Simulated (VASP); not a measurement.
# Ti5H in VASP: a series of runs, part 2 of 2

VASP 6.6.1. The steps go on from the part before.

## (4) Single point, PBE, collinear spin, ferromagnetic start

INCAR reads:

```
SYSTEM = Ti5H
ALGO = Normal
DIPOL = 0.5 0.5 0.372
EDIFF = 1E-6
ENCUT = 520
GGA = PE
IDIPOL = 3
ISIF = 2
ISMEAR = 0
ISPIN = 2
LASPH = .True.
LCHARG = .False.
LDIPOL = .True.
LMAXMIX = 4
LORBIT = 11
LREAL = .False.
LWAVE = .False.
MAGMOM = 0 0 0 0 0 1
NBANDS = 44
NELM = 150
PREC = Accurate
SIGMA = 0.1
```

KPOINTS reads:

```
k-points
0
Gamma
  9 9 1
  0 0 0
```

POSCAR reads:

```
Ti5H
1.0
    2.9381632084      0.0000000000      0.0000000000
   -1.4690816042      2.5445239789      0.0000000000
    0.0000000000      0.0000000000     26.2117060745
Ti H
5 1
Direct
    0.6666666667      0.3333333333      0.1526035729
    0.3333333333      0.6666666667      0.2413132777
    0.6666666667      0.3333333333      0.3306032017
    0.3333333333      0.6666666667      0.4219530445
    0.6666666667      0.3333333333      0.5040383879
    0.6666666667      0.3333333333      0.5830107369
```

On the command line:

```sh
> cat potpaw_PBE.64/Ti_sv/POTCAR potpaw_PBE.64/H/POTCAR > POTCAR
> mpirun -np 1 vasp_std > vasp.out
```

Run time: 5.9 min. Hardware: 1 thread of Intel Xeon 6975P-C (Granite Rapids), shared host; peak memory 0.5 GiB.

Results (log left out):

```
Free energy                                           : -39.8180 eV
Largest force                                         : 2.062 eV/Å
Net moment                                            : -0.81 μB per cell
Site moments                                          : Ti -0.61, +0.07, -0.02, -0.03, +0.16; H -0.01 μB
Valence electrons inside the program's atomic spheres : Ti 10.20, 10.24, 10.23, 10.28; H 0.43
```

Forces in eV/Å, atoms in the order of the input:
```
Ti   0.000  0.000  0.456
Ti   0.000  0.000 -0.452
Ti   0.000  0.000  0.163
Ti   0.000  0.000 -0.874
Ti   0.000  0.000  2.062
H    0.000  0.000 -1.356
```

Levels at points of the mesh, in eV from the Fermi level:
Spin up:
```csv
k point,band 27,band 28,band 29,band 30,band 31,band 32,band 33,band 34
"(0.00, 0.00, 0.00)",0.08,0.23,0.43,0.43,0.60,0.63,0.63,0.77
```
Spin down:
```
           k point  band 29  band 30  band 31  band 32  band 33  band 34
(0.00, 0.00, 0.00)     0.31     0.53     0.53     0.58     0.58     0.62
```

## (5) Single point, PBE, collinear spin, ferromagnetic start

INCAR reads:

```
ALGO = Normal
DIPOL = 0.5 0.5 0.364
EDIFF = 1E-6
ENCUT = 520
GGA = PE
IDIPOL = 3
ISIF = 2
ISMEAR = 0
ISPIN = 2
LASPH = T
LCHARG = T
LDIPOL = T
LELF = T
LMAXMIX = 4
LORBIT = 11
LREAL = F
LVACPOTAV = T
LVHAR = T
LWAVE = F
MAGMOM = 0 0 0 0 0 1
NBANDS = 44
NELM = 150
PREC = Accurate
SIGMA = 0.1
```

KPOINTS reads:

```
k-points
0
Gamma
  9 9 1
```

POSCAR: that of step 4 with these lines changed.

```diff
@@ -13,2 +13,2 @@
     0.6666666667      0.3333333333      0.5040383879
-    0.6666666667      0.3333333333      0.5830107369
+    1.3333333333     -0.3333333333      0.5360851382
```

Potentials or basis: VASP PAW PBE potentials, release 64 (Ti_sv, H).

On the command line:

```sh
> cat potpaw_PBE.64/Ti_sv/POTCAR potpaw_PBE.64/H/POTCAR > POTCAR
> mpirun -np 1 vasp_std > vasp.out
```

OUTCAR:

```text
EDIFF = 1E-6
   ENCUT = 520
   GGA = PE
   ISIF = 2
   ISMEAR = 0
   ISPIN = 2
   LASPH = T
   LORBIT = 11
   LREAL = F
   NELM = 150
   PREC = Accurate

 ion  position               nearest neighbor table
   1  0.667  0.333  0.153-   2 2.88   2 2.88   2 2.88
   2  0.333  0.667  0.241-   1 2.88   1 2.88   1 2.88   3 2.89   3 2.89   3 2.89
   3  0.667  0.333  0.331-   2 2.89   2 2.89   2 2.89
   4  0.333  0.667  0.422-   5 2.74   5 2.74   5 2.74
   5  0.667  0.333  0.504-   6 1.89   6 1.89   6 1.89   4 2.74   4 2.74   4 2.74
   6  0.333  0.667  0.536-   5 1.89   5 1.89   5 1.89

  LATTYP: Found a hexagonal cell.
 ALAT       =     2.9381632084
 C/A-ratio  =     8.9211198342

  Lattice vectors:

 A1 = (   2.9381632084,   0.0000000000,   0.0000000000)
 A2 = (  -1.4690816042,   2.5445239789,   0.0000000000)
 A3 = (   0.0000000000,   0.0000000000,  26.2117060745)

Analysis of symmetry for initial positions (statically):
=====================================================================
 Subroutine PRICEL returns:
 Original cell was already a primitive cell.

[... 1285 lines left out ...]
  in kB       -5.2824738     -5.2824738      3.5472148     -0.0000000      0.0000000      0.0000000
  external PRESSURE =      -2.3392443 kB  Pullay stress =       0.0000000 kB

 VOLUME and BASIS-vectors are now :
 -----------------------------------------------------------------------------
  energy-cutoff  :      520.00
  volume of cell :      195.96
      direct lattice vectors                 reciprocal lattice vectors
     2.938163208  0.000000000  0.000000000     0.340348690  0.196500408  0.000000000
    -1.469081604  2.544523979  0.000000000     0.000000000  0.393000816  0.000000000
     0.000000000  0.000000000 26.211706075     0.000000000  0.000000000  0.038150893

 POSITION                                       TOTAL-FORCE (eV/Angst)
 -----------------------------------------------------------------------------------
      1.46908      0.84817      4.00000         0.000000      0.000000      0.466512
     -0.00000      1.69635      6.32523         0.000000     -0.000000     -0.440898
      1.46908      0.84817      8.66567        -0.000000     -0.000000      0.070580
     -0.00000      1.69635     11.06011        -0.000000      0.000000     -0.723105
      1.46908      0.84817     13.21171         0.000000      0.000000      0.027325
     -0.00000      1.69635     14.05171         0.000000     -0.000000      0.599587
 -----------------------------------------------------------------------------------
    total drift:                               -0.000000      0.000000     -0.000391

  FREE ENERGIE OF THE ION-ELECTRON SYSTEM (eV)
  ---------------------------------------------------
  free  energy   TOTEN  =       -41.7877825136 eV

  energy  without entropy=      -41.7578701135  energy(sigma->0) =      -41.77282631

 vacuum level on the upper side and lower side of the slab         5.886         5.667

 total charge

# of ion       s       p       d       tot
------------------------------------------
    1        2.246   6.071   1.877  10.195
    2        2.246   6.122   1.870  10.238
    3        2.247   6.116   1.872  10.235
    4        2.255   6.134   1.887  10.276
    5        2.224   6.146   1.928  10.299
    6        0.572   0.012   0.000   0.584
--------------------------------------------------
tot         11.790  30.601   9.435  51.826

 magnetization (x)

# of ion       s       p       d       tot
------------------------------------------
    1       -0.011  -0.045  -0.543  -0.599
    2        0.001  -0.000   0.068   0.069
    3       -0.000  -0.003  -0.027  -0.030
    4        0.000  -0.000  -0.007  -0.007
    5        0.000   0.001   0.014   0.015
    6       -0.000   0.000   0.000  -0.000
--------------------------------------------------
tot         -0.010  -0.047  -0.495  -0.553
```

OSZICAR:

```text
N       E                     dE             d eps       ncg     rms          rms(c)
DAV:   1     0.798319838695E+03    0.79832E+03   -0.32495E+04  2320   0.147E+03
DAV:   2     0.599970946935E+02   -0.73832E+03   -0.71971E+03  2220   0.481E+02
DAV:   3    -0.277009524062E+02   -0.87698E+02   -0.84670E+02  3452   0.150E+02
[... 43 lines left out ...]
DAV:  47    -0.417877635847E+02   -0.12967E-04   -0.71580E-07  1744   0.329E-03    0.203E-03
DAV:  48    -0.417877723320E+02   -0.87473E-05   -0.46448E-07  1652   0.256E-03    0.134E-03
DAV:  49    -0.417877776136E+02   -0.52815E-05   -0.31847E-07  1636   0.163E-03    0.806E-04
DAV:  50    -0.417877817087E+02   -0.40951E-05   -0.20438E-07  1536   0.117E-03    0.487E-04
DAV:  51    -0.417877825136E+02   -0.80490E-06   -0.11870E-07  1536   0.142E-03
   1 F= -.41787783E+02 E0= -.41772826E+02  d E =-.299124E-01  mag=    -0.9491
```

Wall time 8.6 min (1 thread of AMD EPYC 9R45 (Zen 5), shared host); peak memory 0.47 GiB.

Results:

```
Free energy                                           : -41.7878 eV
Largest force                                         : 0.723 eV/Å
Net moment                                            : -0.95 μB per cell
Site moments                                          : Ti -0.60, +0.07, -0.03, -0.01, +0.01; H -0.00 μB
Valence electrons inside the program's atomic spheres : Ti 10.20, 10.24, 10.23, 10.28, 10.30; H 0.58
```

Forces on the atoms (eV/Å):
```
Ti   0.000  0.000  0.467
Ti   0.000  0.000 -0.441
Ti   0.000  0.000  0.071
Ti   0.000  0.000 -0.723
Ti   0.000  0.000  0.027
H    0.000  0.000  0.600
```

Levels at points of the mesh, in eV from the Fermi level:
Spin up:
```tsv
k point	band 28	band 29	band 30	band 31	band 32	band 33
(0.00, 0.00, 0.00)	0.22	0.54	0.54	0.59	0.68	0.68
```
Spin down:
| k point | band 29 | band 30 | band 31 | band 32 | band 33 | band 34 |
| --- | --- | --- | --- | --- | --- | --- |
| (0.00, 0.00, 0.00) | 0.35 | 0.54 | 0.54 | 0.58 | 0.59 | 0.59 |

## (6) Single point, PBE, collinear spin, ferromagnetic start

INCAR reads:

```
PREC = Accurate
ENCUT = 520
EDIFF = 1E-7
ISMEAR = 0
SIGMA = 0.1
LREAL = False
LASPH = True
NELM = 150
ALGO = Normal
ISIF = 2
LWAVE = False
LCHARG = False
ISPIN = 2
MAGMOM = 0 0 0 0 0 1
LORBIT = 11
LMAXMIX = 4
LDIPOL = True
IDIPOL = 3
DIPOL = 0.5 0.5 0.367
GGA = PE
NBANDS = 44
```

KPOINTS reads:

```
regular mesh
0
Gamma
  9 9 1
```

POSCAR: that of step 5 with these lines changed.

```diff
@@ -13,2 +13,2 @@
     0.6666666667      0.3333333333      0.5040383879
-    1.3333333333     -0.3333333333      0.5360851382
+    1.0000000000      0.0000000000      0.5517270045
```

Potentials or basis: VASP PAW PBE potentials, release 64 (Ti_sv, H).

On the command line:

```sh
> cat potpaw_PBE.64/Ti_sv/POTCAR potpaw_PBE.64/H/POTCAR > POTCAR
> mpirun -np 1 vasp_std > vasp.out
```

Wall time 19 min (1 thread of Oxide Virtual Turin-like, shared host); peak memory 0.47 GiB.

It converged, with:

- Free energy: -41.7462 eV
- Largest force: 1.207 eV/Å
- Band gap on the k mesh: zero (filled and empty bands overlap)
- Net moment: -1.00 μB per cell
- Site moments: Ti -0.62, +0.07, -0.03, -0.01, +0.01; H -0.00 μB
- Valence electrons inside the program's atomic spheres: Ti 10.20, 10.24, 10.23, 10.28, 10.21; H 0.52

Forces on the atoms (eV/Å):
```
Ti   0.000  0.000  0.466
Ti   0.000  0.000 -0.433
Ti   0.000  0.000 -0.027
Ti   0.000  0.000 -0.404
Ti   0.000  0.000  1.207
H    0.000  0.000 -0.808
```

Levels at points of the mesh, in eV from the Fermi level:
Spin up:
```
           k point  band 28  band 29  band 30  band 31  band 32  band 33
(0.00, 0.00, 0.00)     0.24     0.59     0.59     0.61     0.68     0.68
```
Spin down:
```
           k point  band 29  band 30  band 31  band 32  band 33  band 34
(0.00, 0.00, 0.00)     0.34     0.57     0.57     0.59     0.61     0.61
```
